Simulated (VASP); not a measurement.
# MgO (Periclase) (Fm-3m) in VASP: settings compared, part 2 of 2

VASP 6.6.1. Earlier steps stand in the parts before.

## Step 3: Single point, LDA

This run uses another cell than the first one, of 8.99 Å³/atom, 0.968 times its volume.

Input file INCAR:

```
SYSTEM = MgO
PREC     = Accurate       ! precision mode
ENCUT    = 520            ! plane-wave cutoff, eV
EDIFF    = 1E-6           ! SCF threshold, eV
ISMEAR   = -1             ! smearing method
SIGMA    = 0.02           ! smearing width, eV
LREAL    = .False.        ! projectors in reciprocal space
LASPH    = .True.         ! aspherical terms in the spheres
NELM     = 100            ! most SCF steps
ALGO     = Normal         ! electronic algorithm
ISIF     = 2              ! what is computed and relaxed
LWAVE    = .False.        ! write WAVECAR
LCHARG   = .True.         ! write CHGCAR
GGA      = CA             ! functional
LELF     = .True.         ! ELF
LVHAR    = .True.       
NBANDS   = 11             ! bands
```

Input file KPOINTS:

```
Automatic mesh
0
Gamma
  10 10 10
  0 0 0
```

Input file POSCAR:

```
MgO
1.0
    0.0000000000      2.0796235897      2.0796235897
    2.0796235897      0.0000000000      2.0796235897
    2.0796235897      2.0796235897      0.0000000000
Mg O
1 1
Direct
    0.0000000000      0.0000000000      0.0000000000
    0.5000000000      0.5000000000      0.5000000000
```

Potentials or basis: VASP PAW LDA potentials, release 64 (Mg, O).

Command:

```bash
cat potpaw_LDA.64/Mg/POTCAR potpaw_LDA.64/O/POTCAR > POTCAR
mpirun -np 1 vasp_std > vasp.out
```

Run time: 5.8 s. Hardware: 1 thread of AMD EPYC 9R45 (Zen 5), shared host; peak memory 0.1 GiB.

The run converged. Its results:

| Item | Value |
| --- | --- |
| Free energy | -13.4448 eV |
| Pressure | -1.7 GPa |
| Band gap on the k mesh | 5.03 eV, direct |

Levels at points of the mesh, in eV from the valence-band top:
| k point | band 1 | band 2 | band 3 | band 4 | band 5 | band 6 | band 7 | band 8 | band 9 |
| --- | --- | --- | --- | --- | --- | --- | --- | --- | --- |
| (0.00, 0.00, 0.00) | -17.21 | 0.00 | 0.00 | 0.00 | 5.03 | 15.73 | 15.73 | 15.73 | 19.86 |
| (0.50, 0.00, 0.00) | -15.75 | -4.87 | -0.71 | -0.71 | 7.97 | 12.83 | 16.39 | 16.39 | 21.13 |
| (0.50, 0.50, 0.00) | -15.47 | -4.31 | -1.43 | -1.43 | 8.92 | 10.12 | 13.30 | 19.21 | 19.21 |

## Step 4: Single point, PBE

This run uses another cell than the first one, of 9.62 Å³/atom, 1.036 times its volume.

Input file INCAR:

```
SYSTEM = MgO
  ALGO = Normal
  EDIFF = 1E-6
  ENCUT = 520
  GGA = PE
  ISIF = 2
  ISMEAR = -1
  LASPH = .True.
  LCHARG = .True.
  LELF = .True.
  LREAL = .False.
  LVHAR = .True.
  LWAVE = .False.
  NBANDS = 11
  NELM = 100
  PREC = Accurate
  SIGMA = 0.02
```

Input file KPOINTS:

```
k-points
0
Gamma
  10 10 10
  0 0 0
```

Input file POSCAR:

```
MgO
1.0
    0.0000000000      2.1268522615      2.1268522615
    2.1268522615      0.0000000000      2.1268522615
    2.1268522615      2.1268522615      0.0000000000
Mg O
1 1
Direct
    0.0000000000      0.0000000000      0.0000000000
    0.5000000000      0.5000000000      0.5000000000
```

Potentials or basis: VASP PAW PBE potentials, release 64 (Mg, O).

Command:

```bash
cat potpaw_PBE.64/Mg/POTCAR potpaw_PBE.64/O/POTCAR > POTCAR
mpirun -np 1 vasp_std > vasp.out
```

OUTCAR:

```text
SYSTEM = MgO
   EDIFF = 1E-6
   ENCUT = 520
   GGA = PE
   ISIF = 2
   ISMEAR = -1
   LASPH = .True.
   LREAL = .False.
   NELM = 100
   PREC = Accurate

 ion  position               nearest neighbor table
   1  0.000  0.000  0.000-   2 2.13   2 2.13   2 2.13   2 2.13   2 2.13   2 2.13
   2  0.500  0.500  0.500-   1 2.13   1 2.13   1 2.13   1 2.13   1 2.13   1 2.13

  LATTYP: Found a face centered cubic cell.
 ALAT       =     4.2537045230

  Lattice vectors:

 A1 = (   0.0000000000,   2.1268522615,   2.1268522615)
 A2 = (   2.1268522615,   0.0000000000,   2.1268522615)
 A3 = (   2.1268522615,   2.1268522615,   0.0000000000)

Analysis of symmetry for initial positions (statically):
=====================================================================
 Subroutine PRICEL returns:
 Original cell was already a primitive cell.

 Routine SETGRP: Setting up the symmetry group for a
 face centered cubic supercell.

 Subroutine GETGRP returns: Found 48 space group operations
 (whereof 48 operations were pure point group operations)
 out of a pool of 48 trial point group operations.

The static configuration has the point symmetry O_h .

Analysis of symmetry for dynamics (positions and initial velocities):
=====================================================================
 Subroutine PRICEL returns:
 Original cell was already a primitive cell.

 Routine SETGRP: Setting up the symmetry group for a
 face centered cubic supercell.

 Subroutine GETGRP returns: Found 48 space group operations
 (whereof 48 operations were pure point group operations)
 out of a pool of 48 trial point group operations.

The dynamic configuration has the point symmetry O_h .

 Subroutine INISYM returns: Found 48 space group operations
 (whereof 48 operations are pure point group operations),
 and found     1 'primitive' translations

----------------------------------------------------------------------------------------

[... 114 lines left out ...]
  Fermi-wavevector in a.u.,A,eV,Ry     =   1.221868  2.308995 20.312962  1.492961
  Thomas-Fermi vector in A             =   2.357035
   LORBIT       =      0    0 simple, 1 ext, 2 COOP (PROOUT), +10 PAW based schemes
   GGA     = PE    functional components
   LHFCALC =     F    Hartree Fock is set to
   AEXX    =    0.0000 exact exchange contribution
   IVDW    =     0    specifies the selected vdW correction
   LEPSILON=     F    determine dielectric tensor
   LRPA    =     F    only Hartree local field effects (RPA)
 non-spin polarized calculation
  energy-cutoff  :      520.00
  volume of cell :       19.24
 maximum number of plane-waves:       534
 NGX is ok and might be reduce to    24
   NGX = 11   NGY = 11   NGZ = 11

 number of electron       8.0000004 magnetization

 Free energy of the ion-electron system (eV)
  ---------------------------------------------------
  ext. energy  EPLUGINS =         0.00000000
  ---------------------------------------------------
  free energy    TOTEN  =       -11.91168713 eV

  energy without entropy =      -11.91168713  energy(sigma->0) =      -11.91168713

 E-fermi :   3.4652     XC(G=0): -10.9397

 val. band max:        2.9690481279   @ k =   0.0000   0.0000   0.0000
 cond. band min:       7.4135115703   @ k =   0.0000   0.0000   0.0000
 fundamental gap:      4.4444634425
 Fermi energy:         3.4651880185

 k-point     1 :       0.0000    0.0000    0.0000
  band No.  band energies     occupation
      1     -14.1458      2.00000
      2       2.9690      2.00000
      3       2.9690      2.00000
      4       2.9690      2.00000
      5       7.4135      0.00000
      6      18.6011      0.00000
      7      18.6011      0.00000
      8      18.6011      0.00000
      9      22.4408      0.00000
     10      24.1811      0.00000
     11      24.1811      0.00000
[... 309 lines left out ...]
 k-point    24 :       0.4000    0.3000    0.0000
  band No.  band energies     occupation
      1     -12.9741      2.00000
      2      -0.5108      2.00000
      3       1.7084      2.00000
      4       1.9197      2.00000
      5      12.2529      0.00000
      6      13.0529      0.00000
      7      16.2587      0.00000
      8      20.7615      0.00000
      9      20.9630      0.00000
     10      27.4940      0.00000
     11      29.3591      0.00000

 [... further k-points ...]
[... 5 lines left out ...]
  --------------------------------------------------------------------------------------
  -------------------------------------------------------------------------------------
  Total       -0.0887331     -0.0887331     -0.0887331     -0.0000000      0.0000000     -0.0000000
  in kB       -7.3884618     -7.3884618     -7.3884618     -0.0000000      0.0000000     -0.0000000
  external PRESSURE =      -7.3884618 kB  Pullay stress =       0.0000000 kB

 VOLUME and BASIS-vectors are now :
 -----------------------------------------------------------------------------
  energy-cutoff  :      520.00
  volume of cell :       19.24
      direct lattice vectors                 reciprocal lattice vectors
     0.000000000  2.126852261  2.126852261    -0.235089202  0.235089202  0.235089202
     2.126852261  0.000000000  2.126852261     0.235089202 -0.235089202  0.235089202
     2.126852261  2.126852261  0.000000000     0.235089202  0.235089202 -0.235089202

 POSITION                                       TOTAL-FORCE (eV/Angst)
 -----------------------------------------------------------------------------------
      0.00000      0.00000      0.00000        -0.000000     -0.000000     -0.000000
      2.12685      2.12685      2.12685         0.000000      0.000000      0.000000
 -----------------------------------------------------------------------------------
    total drift:                               -0.000000     -0.000000      0.000000

  FREE ENERGIE OF THE ION-ELECTRON SYSTEM (eV)
  ---------------------------------------------------
  free  energy   TOTEN  =       -11.9116871303 eV

  energy  without entropy=      -11.9116871303  energy(sigma->0) =      -11.91168713
```

OSZICAR:

```text
N       E                     dE             d eps       ncg     rms          rms(c)
DAV:   1     0.154836000417E+02    0.15484E+02   -0.45283E+03  1178   0.638E+02
DAV:   2    -0.127641941716E+02   -0.28248E+02   -0.26952E+02  1208   0.136E+02
DAV:   3    -0.134664845517E+02   -0.70229E+00   -0.70151E+00  1234   0.187E+01
DAV:   4    -0.134683774795E+02   -0.18929E-02   -0.18929E-02  1118   0.109E+00
DAV:   5    -0.134683832595E+02   -0.57799E-05   -0.57799E-05  1220   0.606E-02    0.719E+00
DAV:   6    -0.119309760029E+02    0.15374E+01   -0.89993E+00  1073   0.163E+01    0.227E+00
DAV:   7    -0.119177235208E+02    0.13252E-01   -0.61615E-02  1118   0.217E+00    0.135E+00
DAV:   8    -0.119121292342E+02    0.55943E-02   -0.30044E-02  1091   0.193E+00    0.251E-01
DAV:   9    -0.119117080088E+02    0.42123E-03   -0.62636E-04  1169   0.175E-01    0.141E-01
DAV:  10    -0.119116849508E+02    0.23058E-04   -0.54016E-04  1142   0.172E-01    0.827E-03
DAV:  11    -0.119116872844E+02   -0.23336E-05   -0.31710E-06  1187   0.142E-02    0.597E-03
DAV:  12    -0.119116871303E+02    0.15416E-06   -0.69954E-07   637   0.625E-03
   1 F= -.11911687E+02 E0= -.11911687E+02  d E =-.660362E-13
```

It took 6.7 s on 1 thread of AMD EPYC 9R45 (Zen 5), shared host; peak memory 0.11 GiB.

Results:

```yaml
Free_energy: -11.9117 eV
Pressure: -0.7 GPa
Band_gap_on_the_k_mesh: 4.44 eV, direct
```

## Step 5: The runs side by side

| level | potentials or basis | cell | k mesh | smearing | gap on the mesh (eV) | pressure (GPa) |
| --- | --- | --- | --- | --- | --- | --- |
| PBE | VASP PAW PBE potentials, release 64 (Mg, O) | a = 2.973 Å, angles 60.0°, 2 atoms | 6 × 6 × 6 | gaussian 0.01 eV | 4.78 | 4.9 |
| LDA | VASP PAW LDA potentials, release 64 (Mg, O) | a = 2.941 Å, angles 60.0°, 2 atoms | 10 × 10 × 10 | fermi-dirac 0.02 eV | 5.03 | -1.7 |
| PBE | VASP PAW PBE potentials, release 64 (Mg, O) | a = 3.008 Å, angles 60.0°, 2 atoms | 10 × 10 × 10 | fermi-dirac 0.02 eV | 4.44 | -0.7 |

Alike in all rows: task single point; no spin polarisation; cutoff (eV) 520.

Caveats: some runs use coarse meshes.

Absolute energies hang on the potentials; compare differences alone.

## Step 6: How close it comes

Step 3. Measured gap of MgO: 7.83 eV (quoted in “Electronic structure of alkaline earth and post-transition metal oxides”, 2009, arxiv:0908.1581). This calculation gives 5.03 eV (-2.80 eV). The value is that of LDA, without temperature or zero-point motion. Semilocal functionals fall short of measured gaps as a rule.

Step 4. A measured gap of MgO is 7.83 eV (quoted in “Electronic structure of alkaline earth and post-transition metal oxides”, 2009, arxiv:0908.1581); the calculated 4.44 eV misses it by -3.39 eV. The value is that of PBE, without temperature or zero-point motion. Semilocal functionals fall short of measured gaps as a rule.
